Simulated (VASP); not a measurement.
# Bi2Se3 (R-3m) in VASP: single point with r2SCAN

Aim: the single point of Bi2Se3 with r2SCAN.

Program: VASP 6.6.1. These are calculated values, not measurements. Logs are shortened: lines on timing, memory, paths and dates and some standing lists are left out, and cuts for length are marked.

## Step 1: The cell of the first run

Symmetry: R-3m, No. 166, trigonal system. The conventional cell has a = 4.163 Å, b = 4.163 Å, c = 30.169 Å, α = 90.00°, β = 90.00°, γ = 120.00°. Bi (site symmetry 3m) has 6 Se at 2.86 to 3.09 Å within 3.8 Å. Within 4.3 Å of Se (site symmetry -3m) lie 6 Bi at 3.09 Å and 12 Se at 4.16 to 4.24 Å. Se (site symmetry 3m) has 3 Bi at 2.86 Å and 3 Se at 3.90 Å within 4.0 Å.

## Step 2: Single point, r2SCAN

Input file POSCAR:

```
Bi2Se3
1.0
    2.0814157617      1.2017059503     10.0563465332
   -2.0814157617      1.2017059503     10.0563465332
    0.0000000000     -2.4034119006     10.0563465332
Bi Se
2 3
Direct
    0.3976620322      0.3976620322      0.3976620322
    0.6023379678      0.6023379678      0.6023379678
    0.0000000000      0.0000000000      0.0000000000
    0.2176505110      0.2176505110      0.2176505110
    0.7823494890      0.7823494890      0.7823494890
```

Input file INCAR.step1:

```
SYSTEM = Bi2Se3
ALGO = Normal
EDIFF = 1E-4
ENCUT = 520
GGA = PE
ISMEAR = 0
LASPH = .TRUE.
LCHARG = .FALSE.
LREAL = .FALSE.
LWAVE = .TRUE.
NBANDS = 32
NELM = 100
PREC = Accurate
SIGMA = 0.02
```

Input file INCAR.step2:

```
SYSTEM = Bi2Se3
ALGO = Normal
EDIFF = 1E-6
ENCUT = 520
ISIF = 2
ISMEAR = 0
ISTART = 1
LASPH = .TRUE.
LCHARG = .TRUE.
LELF = .TRUE.
LMIXTAU = .TRUE.
LREAL = .FALSE.
LVHAR = .TRUE.
LWAVE = .FALSE.
METAGGA = R2SCAN
NBANDS = 32
NELM = 100
PREC = Accurate
SIGMA = 0.02
```

Input file KPOINTS:

```
k-points
0
G
  6 6 6
  0 0 0
```

Potentials or basis: VASP PAW PBE potentials, release 64 (Bi_d, Se).

The run is started by

```console
$ cat potpaw_PBE.64/Bi_d/POTCAR potpaw_PBE.64/Se/POTCAR > POTCAR
$ cp INCAR.step1 INCAR
$ mpirun -np 1 vasp_std > vasp.out
$ cp INCAR.step2 INCAR
$ mpirun -np 1 vasp_std > vasp.out
```

OUTCAR:

```text
SYSTEM = Bi2Se3
   EDIFF = 1E-6
   ENCUT = 520
   ISIF = 2
   ISMEAR = 0
   ISTART = 1
   LASPH = .TRUE.
   LREAL = .FALSE.
   METAGGA = R2SCAN
   NELM = 100
   PREC = Accurate

 ion  position               nearest neighbor table
   1  0.398  0.398  0.398-   5 2.86   5 2.86   5 2.86   3 3.09   3 3.09   3 3.09
   2  0.602  0.602  0.602-   4 2.86   4 2.86   4 2.86   3 3.09   3 3.09   3 3.09
   3  0.000  0.000  0.000-   2 3.09   1 3.09   2 3.09   2 3.09   1 3.09   1 3.09
   4  0.218  0.218  0.218-   2 2.86   2 2.86   2 2.86
   5  0.782  0.782  0.782-   1 2.86   1 2.86   1 2.86

  LATTYP: Found a trigonal (rhomboedric) cell.
 ALAT       =    10.3395596792
 COS(alpha) =     0.9189517606

  Lattice vectors:

 A1 = (   2.0814157617,   1.2017059503,  10.0563465332)
 A2 = (  -2.0814157617,   1.2017059503,  10.0563465332)
 A3 = (   0.0000000000,  -2.4034119006,  10.0563465332)

Analysis of symmetry for initial positions (statically):
=====================================================================
 Subroutine PRICEL returns:
 Original cell was already a primitive cell.

 Routine SETGRP: Setting up the symmetry group for a
 trigonal (rhombohedral) supercell.

 Subroutine GETGRP returns: Found 12 space group operations
 (whereof 12 operations were pure point group operations)
 out of a pool of 12 trial point group operations.

The static configuration has the point symmetry D_3d.

Analysis of symmetry for dynamics (positions and initial velocities):
=====================================================================
 Subroutine PRICEL returns:
 Original cell was already a primitive cell.

 Routine SETGRP: Setting up the symmetry group for a
 trigonal (rhombohedral) supercell.

 Subroutine GETGRP returns: Found 12 space group operations
 (whereof 12 operations were pure point group operations)
 out of a pool of 12 trial point group operations.

The dynamic configuration has the point symmetry D_3d.

 Subroutine INISYM returns: Found 12 space group operations
 (whereof 12 operations are pure point group operations),
 and found     1 'primitive' translations

----------------------------------------------------------------------------------------

                                     Primitive cell

  volume of cell :     150.9206

  direct lattice vectors                    reciprocal lattice vectors
     2.081415762  1.201705950 10.056346533     0.240221108  0.138691721  0.033146564
    -2.081415762  1.201705950 10.056346533    -0.240221108  0.138691721  0.033146564
     0.000000000 -2.403411901 10.056346533     0.000000000 -0.277383442  0.033146564

  length of vectors
    10.339559679 10.339559679 10.339559679     0.279356884  0.279356884  0.279356884

  position of ions in fractional coordinates (direct lattice)
     0.397662032  0.397662032  0.397662032
     0.602337968  0.602337968  0.602337968
     0.000000000  0.000000000  0.000000000
     0.217650511  0.217650511  0.217650511
     0.782349489  0.782349489  0.782349489

  ion indices of the primitive-cell ions
   primitive index   ion index
                 1           1
                 2           2
                 3           3
                 4           4
                 5           5

----------------------------------------------------------------------------------------

 KPOINTS: k-points

Automatic generation of k-mesh.
 Grid dimensions read from file:
 generate k-points for:    6    6    6

 Generating k-lattice:

  Cartesian coordinates                     Fractional coordinates (reciprocal lattice)
     0.040036851  0.023115287  0.005524427     0.166666667  0.000000000  0.000000000
    -0.040036851  0.023115287  0.005524427     0.000000000  0.166666667  0.000000000
     0.000000000 -0.046230574  0.005524427     0.000000000  0.000000000  0.166666667

  Length of vectors
     0.046559481  0.046559481  0.046559481

  Shift w.r.t. Gamma in fractional coordinates (k-lattice)
     0.000000000  0.000000000  0.000000000

 Subroutine IBZKPT returns following result:
 ===========================================

 Found     32 irreducible k-points:

 Following reciprocal coordinates:
            Coordinates               Weight
  0.000000  0.000000  0.000000      1.000000
  0.166667 -0.000000  0.000000      6.000000
  0.333333 -0.000000  0.000000      6.000000
  0.500000  0.000000  0.000000      3.000000
  0.166667  0.166667  0.000000      6.000000
  0.333333  0.166667  0.000000     12.000000
[... 16 lines left out ...]
  0.500000  0.500000  0.166667      6.000000
 -0.333333  0.500000  0.166667     12.000000
 [... further k-points ...]
   k-points           NKPTS =     32   k-points in BZ     NKDIM =     32   number of bands    NBANDS=     32
   number of dos      NEDOS =    301   number of ions     NIONS =      5
   total plane-waves  NPLWV = 512000
   dimension x,y,z NGX =    80 NGY =   80 NGZ =   80
   dimension x,y,z NGXF=   160 NGYF=  160 NGZF=  160
   ions per type =               2   3
   NGX,Y,Z   is equivalent  to a cutoff of  12.86, 12.86, 12.86 a.u.
   NGXF,Y,Z  is equivalent  to a cutoff of  25.73, 25.73, 25.73 a.u.
 SYSTEM =  Bi2Se3
   PREC   = accura    normal or accurate (medium, high low for compatibility)
   ISTART =      1    job   : 0-new  1-cont  2-samecut
   ICHARG =      0    charge: 1-file 2-atom 10-const
   ISPIN  =      1    spin polarized calculation?
   LNONCOLLINEAR =      F non collinear calculations
   LSORBIT =      F    spin-orbit coupling
   LASPH  =      T    aspherical Exc in radial PAW
   ENCUT  =  520.0 eV  38.22 Ry    6.18 a.u.  19.22 19.22 19.22*2*pi/ulx,y,z
   NELM   =    100;   NELMIN=  2; NELMDL=  0     # of ELM steps
   EDIFF  = 0.1E-05   stopping-criterion for ELM
   LREAL  =      F    real-space projection
   EDIFFG = 0.1E-04   stopping-criterion for IOM
   NSW    =      0    number of steps for IOM
   IBRION =     -1    ionic relax: 0-MD 1-quasi-New 2-CG
   NFREE  =      0    steps in history (QN), initial steepest desc. (CG)
   ISIF   =      2    stress and relaxation
   ISYM   =      2    0-nonsym 1-usesym 2-fastsym
   POTIM  = 0.5000    time-step for ionic-motion
   TEBEG  =    0.0;   TEEND  =   0.0 temperature during run
   PSTRESS=    0.0 pullay stress
   NELECT =      48.0000    total number of electrons
   NUPDOWN=      -1.0000    fix difference up-down
   EMIN   =  10.00;   EMAX   =-10.00  energy-range for DOS
   EFERMI =   0.00;   METHOD = LEGACY
   ISMEAR =     0;   SIGMA  =   0.02  broadening in eV -4-tet -1-fermi 0-gaus
   EFERMI_NEDOS =   21; number of points for ismear=-14 and -15
   IALGO  =     38    algorithm
   IMIX   =      4    mixing-type and parameters
     AMIX     =   0.40;   BMIX     =  1.00
     AMIX_MAG =   1.60;   BMIX_MAG =  1.00
  volume/ion in A,a.u.               =      30.18       203.69
  Fermi-wavevector in a.u.,A,eV,Ry     =   1.117478  2.111728 16.990378  1.248758
  Thomas-Fermi vector in A             =   2.254101
   LORBIT       =      0    0 simple, 1 ext, 2 COOP (PROOUT), +10 PAW based schemes
   METAGGA = R2SCAN    functional components
   LHFCALC =     F    Hartree Fock is set to
   AEXX    =    0.0000 exact exchange contribution
   IVDW    =     0    specifies the selected vdW correction
   LEPSILON=     F    determine dielectric tensor
   LRPA    =     F    only Hartree local field effects (RPA)
 non-spin polarized calculation
 Gauss-broadening in eV      SIGMA  =   0.02
  energy-cutoff  :      520.00
  volume of cell :      150.92
 maximum number of plane-waves:      4118
 NGX is ok and might be reduce to    80
   NGX = 39   NGY = 39   NGZ = 39

 number of electron      48.0000005 magnetization

 Free energy of the ion-electron system (eV)
  ---------------------------------------------------
  ext. energy  EPLUGINS =         0.00000000
  ---------------------------------------------------
  free energy    TOTEN  =      -162.07184169 eV

  energy without entropy =     -162.07184169  energy(sigma->0) =     -162.07184169

 E-fermi :   3.9332     XC(G=0):  -9.6784

 val. band max:        3.8253255182   @ k =   0.0000   0.0000   0.0000
 cond. band min:       4.6418180118   @ k =   0.0000   0.0000   0.0000
 fundamental gap:      0.8164924936
 Fermi energy:         3.9332245898

 k-point     1 :       0.0000    0.0000    0.0000
  band No.  band energies     occupation
      1     -19.7537      2.00000
      2     -19.7537      2.00000
      3     -19.7517      2.00000
      4     -19.7517      2.00000
      5     -19.7429      2.00000
      6     -19.7404      2.00000
[... 24 lines left out ...]
     31      10.5033      0.00000
     32      11.3625      0.00000

 k-point     2 :       0.1667   -0.0000    0.0000
  band No.  band energies     occupation
      1     -19.7586      2.00000
      2     -19.7557      2.00000
      3     -19.7482      2.00000
      4     -19.7463      2.00000
      5     -19.7395      2.00000
      6     -19.7370      2.00000
[... 24 lines left out ...]
     31       9.8537      0.00000
     32      10.7318      0.00000

 k-point     3 :       0.3333   -0.0000    0.0000
  band No.  band energies     occupation
      1     -19.7702      2.00000
      2     -19.7654      2.00000
      3     -19.7428      2.00000
      4     -19.7426      2.00000
      5     -19.7393      2.00000
      6     -19.7383      2.00000
[... 24 lines left out ...]
     31       8.9305      0.00000
     32      11.2096      0.00000

 k-point     4 :       0.5000    0.0000    0.0000
  band No.  band energies     occupation
      1     -19.7765      2.00000
      2     -19.7706      2.00000
      3     -19.7451      2.00000
      4     -19.7425      2.00000
      5     -19.7406      2.00000
      6     -19.7380      2.00000
[... 654 lines left out ...]
     31       9.2694      0.00000
     32      11.4405      0.00000

 k-point    23 :       0.5000    0.5000    0.1667
  band No.  band energies     occupation
      1     -19.7701      2.00000
      2     -19.7654      2.00000
      3     -19.7428      2.00000
      4     -19.7426      2.00000
      5     -19.7393      2.00000
      6     -19.7384      2.00000
[... 24 lines left out ...]
     31       8.9705      0.00000
     32      10.8764      0.00000

 k-point    24 :      -0.3333    0.5000    0.1667
  band No.  band energies     occupation
      1     -19.7695      2.00000
      2     -19.7653      2.00000
      3     -19.7472      2.00000
      4     -19.7418      2.00000
      5     -19.7404      2.00000
      6     -19.7370      2.00000
[... 24 lines left out ...]
     31       9.3381      0.00000
     32      11.0058      0.00000

 [... further k-points ...]

------------------------ aborting loop because EDIFF is reached ----------------------------------------

  FORCE on cell =-STRESS in cart. coord.  units (eV):
  Direction    XX          YY          ZZ          XY          YZ          ZX
  --------------------------------------------------------------------------------------
  -------------------------------------------------------------------------------------
  Total        0.0195931      0.0195931      0.0394965      0.0000000     -0.0000000     -0.0000000
  in kB        0.2080012      0.2080012      0.4192957      0.0000000     -0.0000000     -0.0000000
  external PRESSURE =       0.2784327 kB  Pullay stress =       0.0000000 kB

 VOLUME and BASIS-vectors are now :
 -----------------------------------------------------------------------------
  energy-cutoff  :      520.00
  volume of cell :      150.92
      direct lattice vectors                 reciprocal lattice vectors
     2.081415762  1.201705950 10.056346533     0.240221108  0.138691721  0.033146564
    -2.081415762  1.201705950 10.056346533    -0.240221108  0.138691721  0.033146564
     0.000000000 -2.403411901 10.056346533     0.000000000 -0.277383442  0.033146564

 POSITION                                       TOTAL-FORCE (eV/Angst)
 -----------------------------------------------------------------------------------
      0.00000      0.00000     11.99708         0.000000      0.000000     -0.011011
      0.00000      0.00000     18.17196         0.000000      0.000000      0.011011
      0.00000      0.00000      0.00000         0.000000      0.000000     -0.000000
      0.00000      0.00000      6.56631         0.000000     -0.000000     -0.018199
      0.00000      0.00000     23.60273         0.000000      0.000000      0.018199
 -----------------------------------------------------------------------------------
    total drift:                                0.000000      0.000000     -0.000000

  FREE ENERGIE OF THE ION-ELECTRON SYSTEM (eV)
  ---------------------------------------------------
  free  energy   TOTEN  =      -162.0718416925 eV

  energy  without entropy=     -162.0718416925  energy(sigma->0) =     -162.07184169
```

It took 65 min on 1 thread of Intel Xeon Platinum 8259CL at 2.50GHz (Skylake/Cascade Lake), shared host; peak memory 1.1 GiB.

What came out:

- Free energy: -162.0718 eV
- Pressure: 0.0 GPa
- Largest force: 0.018 eV/Å
- Band gap on the k mesh: 0.82 eV

Forces in eV/Å, atoms in the order of the input:
```
Bi   0.000  0.000 -0.011
Bi   0.000  0.000  0.011
Se   0.000  0.000  0.000
Se   0.000  0.000 -0.018
Se   0.000  0.000  0.018
```

Caveat: the PAW data sets were made with another functional, which shifts forces and pressure a little; spin-orbit coupling is left out, which moves the levels of the heavy elements. A k mesh can miss the band edges.
